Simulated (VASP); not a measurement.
Set up this calculation in VASP 6.6.1, as the native input.

```yaml
Task: single point
Functional: LDA
Potentials_or_basis: VASP PAW PBE potentials, release 64 (Eu, O)
Cutoff: 600 eV
k_mesh: 6 × 6 × 6
Occupations: gaussian, width 0.05 eV
Spin: collinear spin, ferromagnetic start
Starting_moments: "[7.0, 0.0] μB"
Hubbard_terms: Eu f U = 7.0 eV
Dipole_correction: no
Further_INCAR_settings: ALGO = Normal; EDIFF = 1e-06; NBANDS = 22
```

The structure of EuO lies in POSCAR:

```
EuO
1.0
    0.0000000000      2.5719519700      2.5719519700
    2.5719519700      0.0000000000      2.5719519700
    2.5719519700      2.5719519700      0.0000000000
Eu O
1 1
Direct
    0.5000000000      0.5000000000      0.5000000000
    0.0000000000      0.0000000000      0.0000000000
```

One way to write it, as run:

INCAR

```
SYSTEM = EuO
PREC = Accurate
ENCUT = 600
EDIFF = 1E-6
ISMEAR = 0
SIGMA = 0.05
LREAL = .FALSE.
LASPH = .TRUE.
NELM = 200
ALGO = Normal
ISIF = 2
LWAVE = .FALSE.
LCHARG = .FALSE.
ISPIN = 2
MAGMOM = 7 0
LORBIT = 11
LMAXMIX = 6
LDAU = .TRUE.
LDAUTYPE = 2
LDAUL = 3 -1
LDAUU = 7 0
LDAUJ = 0 0
LDAUPRINT = 1
GGA = CA
NBANDS = 22
GGA_COMPAT = .FALSE.
```

KPOINTS

```
regular mesh
0
G
  6 6 6
  0 0 0
```

Potentials or basis: VASP PAW PBE potentials, release 64 (Eu, O).

The run is started by

```console
$ cat potpaw_PBE.64/Eu/POTCAR potpaw_PBE.64/O/POTCAR > POTCAR
$ mpirun -np 1 vasp_std > vasp.out
```

Results of the run:

```
Pressure                                              : -6.4 GPa
Band gap on the k mesh                                : 0.12 eV (least direct gap 0.30 eV)
Net moment                                            : 7.00 μB per cell
Site moments                                          : Eu +6.76; O -0.08 μB
Valence electrons inside the program's atomic spheres : Eu 14.90; O 4.92
```

Caveat: the cell stands under tension; the PAW data sets were made with another functional, which shifts forces and pressure a little; spin-orbit coupling is left out, which moves the levels of the heavy elements; a cell with one magnetic atom can't hold antiferromagnetic order, which such compounds often take.

Run time: 79 s on 1 thread of Intel Xeon 8259CL (shared host), peak memory 0.18 GiB.
